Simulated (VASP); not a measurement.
# Hf (Pm-3m) in VASP: settings compared, part 2 of 2

VASP 6.6.1. The steps go on from the part before.

## (3) Single point, PBE0

This run uses another cell than the first one, of 24.74 Å³/atom, 1.018 times its volume.

Contents of POSCAR:

```
Hf
1.0
    2.9138100000      0.0000000000      0.0000000000
    0.0000000000      2.9138100000      0.0000000000
    0.0000000000      0.0000000000      2.9138100000
Hf
1
Direct
    0.5000000000      0.5000000000      0.5000000000
```

Contents of INCAR.step1:

```
PREC     = Accurate       # precision mode
ENCUT    = 520            # plane-wave cutoff, eV
EDIFF    = 1E-5           # SCF threshold, eV
ISMEAR   = -1             # smearing method
SIGMA    = 0.05           # smearing width, eV
LREAL    = F              # projectors in reciprocal space
LASPH    = T              # aspherical terms in the spheres
NELM     = 80             # most SCF steps
ALGO     = Normal         # electronic algorithm
ISIF     = 2              # what is computed and relaxed
LWAVE    = T              # write WAVECAR
LCHARG   = F              # write CHGCAR
GGA      = PE             # functional
NBANDS   = 11             # bands
```

Contents of INCAR.step2:

```
PREC     = Accurate       # precision mode
ENCUT    = 520            # plane-wave cutoff, eV
EDIFF    = 1E-6           # SCF threshold, eV
ISMEAR   = -1             # smearing method
SIGMA    = 0.05           # smearing width, eV
LREAL    = F              # projectors in reciprocal space
LASPH    = T              # aspherical terms in the spheres
NELM     = 80             # most SCF steps
ALGO     = Normal         # electronic algorithm
ISIF     = 2              # what is computed and relaxed
LWAVE    = F              # write WAVECAR
LCHARG   = F              # write CHGCAR
GGA      = PE             # functional
LHFCALC  = T              # exact exchange
AEXX     = 0.25           # exact-exchange fraction
PRECFOCK = Normal       
ISTART   = 1            
NBANDS   = 11             # bands
```

Contents of KPOINTS:

```
Automatic mesh
0
Gamma
  5 5 5
```

Potentials or basis: VASP PAW PBE potentials, release 64 (Hf_pv).

On the command line:

```bash
$ cat potpaw_PBE.64/Hf_pv/POTCAR > POTCAR
$ cp INCAR.step1 INCAR
$ mpirun -np 1 vasp_std > vasp.out
$ cp INCAR.step2 INCAR
$ mpirun -np 1 vasp_std > vasp.out
```

OUTCAR:

```text
PREC = Accurate
   ENCUT = 520
   EDIFF = 1E-6
   ISMEAR = -1
   LREAL = F
   LASPH = T
   NELM = 80
   ISIF = 2
   GGA = PE
   LHFCALC = T
   AEXX = 0.25
   PRECFOCK = Normal
   ISTART = 1

 ion  position               nearest neighbor table
   1  0.500  0.500  0.500-

  LATTYP: Found a simple cubic cell.
 ALAT       =     2.9138100000

  Lattice vectors:

 A1 = (   2.9138100000,   0.0000000000,   0.0000000000)
 A2 = (   0.0000000000,   2.9138100000,   0.0000000000)
 A3 = (   0.0000000000,   0.0000000000,   2.9138100000)

Analysis of symmetry for initial positions (statically):
=====================================================================
 Subroutine PRICEL returns:
 Original cell was already a primitive cell.

 Routine SETGRP: Setting up the symmetry group for a
 simple cubic supercell.

 Subroutine GETGRP returns: Found 48 space group operations
 (whereof 48 operations were pure point group operations)
 out of a pool of 48 trial point group operations.

The static configuration has the point symmetry O_h .

Analysis of symmetry for dynamics (positions and initial velocities):
=====================================================================
 Subroutine PRICEL returns:
 Original cell was already a primitive cell.

 Routine SETGRP: Setting up the symmetry group for a
 simple cubic supercell.

 Subroutine GETGRP returns: Found 48 space group operations
 (whereof 48 operations were pure point group operations)
 out of a pool of 48 trial point group operations.

The dynamic configuration has the point symmetry O_h .

 Subroutine INISYM returns: Found 48 space group operations
 (whereof 48 operations are pure point group operations),
 and found     1 'primitive' translations

[... 105 lines left out ...]
   ENCUT4O =  -1.0   cutoff for four orbital integrals eV
   NKREDX  =     1    reduce k-point grid by
   NKREDY  =     1    reduce k-point grid by
   NKREDZ  =     1    reduce k-point grid by
   AEXX    =    0.2500 exact exchange contribution
   HFSCREEN=    0.0000 screening length (either q_TF or 0.3 A-1)
   HFSCREENC=   0.0000 screening length for correlation (either q_TF or 0.3 A-1)
   ENCUTFOCK=  -1.0 apply spherical cutoff to Coloumb kernel
   IVDW    =     0    specifies the selected vdW correction
   LEPSILON=     F    determine dielectric tensor
   LRPA    =     F    only Hartree local field effects (RPA)
 non-spin polarized calculation
  energy-cutoff  :      520.00
  volume of cell :       24.74
 maximum number of plane-waves:       691
 NGX is ok and might be reduce to    24
  NGX = 18; NGY = 18; NGZ = 18

 number of electron      10.0000004 magnetization

 Free energy of the ion-electron system (eV)
  ---------------------------------------------------
  ext. energy  EPLUGINS =         0.00000000
  ---------------------------------------------------
  free energy    TOTEN  =       -10.92716726 eV

  energy without entropy =      -10.92436366  energy(sigma->0) =      -10.92576546

 E-fermi :   3.6390     XC(G=0):  -8.4861

 val. band max:        3.5185387081   @ k =   0.2000   0.2000   0.0000
 cond. band min:       4.3742942949   @ k =   0.2000   0.2000   0.2000
 fundamental gap:      0.8557555868
 Fermi energy:         3.6389537623

 k-point     1 :       0.0000    0.0000    0.0000
  band No.  band energies     occupation
      1     -29.0726      2.00000
      2     -29.0726      2.00000
      3     -29.0726      2.00000
      4      -4.2061      2.00000
      5       1.5868      2.00000
      6       1.5868      2.00000
      7      11.4585      0.00000
      8      11.4585      0.00000
      9      11.4585      0.00000
     10      17.8050      0.00000
     11      17.8050      0.00000
[... 113 lines left out ...]
 k-point    10 :       0.4000    0.4000    0.4000
  band No.  band energies     occupation
      1     -29.7660      2.00000
      2     -29.7469      2.00000
      3     -29.7469      2.00000
      4       1.7423      2.00000
      5       2.6639      2.00000
      6       2.6639      2.00000
      7      10.7986      0.00000
      8      10.7986      0.00000
      9      11.7853      0.00000
     10      13.0430      0.00000
     11      17.7572      0.00000

------------------------ aborting loop because EDIFF is reached ----------------------------------------

  FORCE on cell =-STRESS in cart. coord.  units (eV):
  Direction    XX          YY          ZZ          XY          YZ          ZX
  --------------------------------------------------------------------------------------
  -------------------------------------------------------------------------------------
  Total       -0.0756597     -0.0756597     -0.0756597      0.0000000     -0.0000000      0.0000000
  in kB       -4.8999504     -4.8999504     -4.8999504      0.0000000     -0.0000000      0.0000000
  external PRESSURE =      -4.8999504 kB  Pullay stress =       0.0000000 kB

 VOLUME and BASIS-vectors are now :
 -----------------------------------------------------------------------------
  energy-cutoff  :      520.00
  volume of cell :       24.74
      direct lattice vectors                 reciprocal lattice vectors
     2.913810000  0.000000000  0.000000000     0.343193276  0.000000000  0.000000000
     0.000000000  2.913810000  0.000000000     0.000000000  0.343193276  0.000000000
     0.000000000  0.000000000  2.913810000     0.000000000  0.000000000  0.343193276

 POSITION                                       TOTAL-FORCE (eV/Angst)
 -----------------------------------------------------------------------------------
      1.45690      1.45690      1.45690         0.000000      0.000000      0.000000
 -----------------------------------------------------------------------------------
    total drift:                               -0.000000      0.000000      0.000000

  FREE ENERGIE OF THE ION-ELECTRON SYSTEM (eV)
  ---------------------------------------------------
  free  energy   TOTEN  =       -10.9271672555 eV

  energy  without entropy=      -10.9243636564  energy(sigma->0) =      -10.92576546
```

OUTCAR.step1:

```text
PREC = Accurate
   ENCUT = 520
   EDIFF = 1E-5
   ISMEAR = -1
   LREAL = F
[... 339 lines left out ...]

 POSITION                                       TOTAL-FORCE (eV/Angst)
 -----------------------------------------------------------------------------------
      1.45690      1.45690      1.45690         0.000000      0.000000      0.000000
 -----------------------------------------------------------------------------------
    total drift:                                0.000000     -0.000000     -0.000000

  FREE ENERGIE OF THE ION-ELECTRON SYSTEM (eV)
  ---------------------------------------------------
  free  energy   TOTEN  =        -8.7836337578 eV

  energy  without entropy=       -8.7655337867  energy(sigma->0) =       -8.77458377
```

It took 91 s on 1 thread of Intel Xeon 6975P-C (Granite Rapids), shared host; peak memory 0.15 GiB.

Results:

```
Free energy            : -10.9272 eV
Pressure               : -0.5 GPa
Band gap on the k mesh : zero (band 5 reaches 4.43 eV, above the bottom of band 6 at 1.59 eV)
```

Caveat: the k points lie up to 0.43 Å⁻¹ apart; the PAW data sets were made with another functional, which shifts forces and pressure a little; spin-orbit coupling is left out, which moves the levels of the heavy elements.

## (4) Single point, PBEsol-based global hybrid

This run uses another cell than the first one, of 24.74 Å³/atom, 1.018 times its volume.

POSCAR is that of step 3.

Contents of INCAR.step1:

```
SYSTEM = Hf
  PREC = Accurate
  ENCUT = 520
  EDIFF = 1E-5
  ISMEAR = -1
  SIGMA = 0.05
  LREAL = .False.
  LASPH = .True.
  NELM = 100
  ALGO = Normal
  ISIF = 2
  LWAVE = .True.
  LCHARG = .False.
  GGA = PE
  NBANDS = 11
```

Contents of INCAR.step2:

```
SYSTEM = Hf
  PREC = Accurate
  ENCUT = 520
  EDIFF = 1E-6
  ISMEAR = -1
  SIGMA = 0.05
  LREAL = .False.
  LASPH = .True.
  NELM = 100
  ALGO = Normal
  ISIF = 2
  LWAVE = .False.
  LCHARG = .False.
  GGA = PS
  LHFCALC = .True.
  AEXX = 0.25
  PRECFOCK = Normal
  ISTART = 1
  NBANDS = 11
```

Contents of KPOINTS:

```
Automatic mesh
0
Gamma
  5 5 5
  0 0 0
```

On the command line:

```bash
$ cat potpaw_PBE.64/Hf_pv/POTCAR > POTCAR
$ cp INCAR.step1 INCAR
$ mpirun -np 1 vasp_std > vasp.out
$ cp INCAR.step2 INCAR
$ mpirun -np 1 vasp_std > vasp.out
```

It took 83 s on 1 thread of Intel Xeon 6975P-C (Granite Rapids), shared host; peak memory 0.14 GiB.

The run converged. Its results:

```
Free energy            : -11.2900 eV
Pressure               : -3.3 GPa
Band gap on the k mesh : zero (band 5 reaches 4.29 eV, above the bottom of band 6 at 1.45 eV)
```

Levels at points of the mesh, in eV from the Fermi level:
```tsv
k point	band 3	band 4	band 5	band 6	band 7	band 8
(0.00, 0.00, 0.00)	-32.68	-7.83	-2.06	-2.06	7.80	7.80
```

Caveat: the k points lie up to 0.43 Å⁻¹ apart; the PAW data sets were made with another functional, which shifts forces and pressure a little; spin-orbit coupling is left out, which moves the levels of the heavy elements.

## (5) The runs side by side

| level | cell | share of exact exchange | gap on the mesh (eV) | pressure (GPa) |
| --- | --- | --- | --- | --- |
| PBEsol-based global hybrid | a = 2.897 Å, 1 atom | 0.25 | none | -1.8 |
| PBE0 | a = 2.914 Å, 1 atom | - | none | -0.5 |
| PBEsol-based global hybrid | a = 2.914 Å, 1 atom | 0.25 | none | -3.3 |

Alike in all rows: task single point; potentials or basis VASP PAW PBE potentials, release 64 (Hf_pv); no spin polarisation; k mesh 5 × 5 × 5; cutoff (eV) 520; smearing fermi-dirac 0.05 eV.

Caveats: all runs use coarse meshes; the PAW data sets were made with another functional, which shifts forces and pressure a little; spin-orbit coupling is left out, which moves the levels of the heavy elements.

Absolute energies hang on the potentials; compare differences alone.
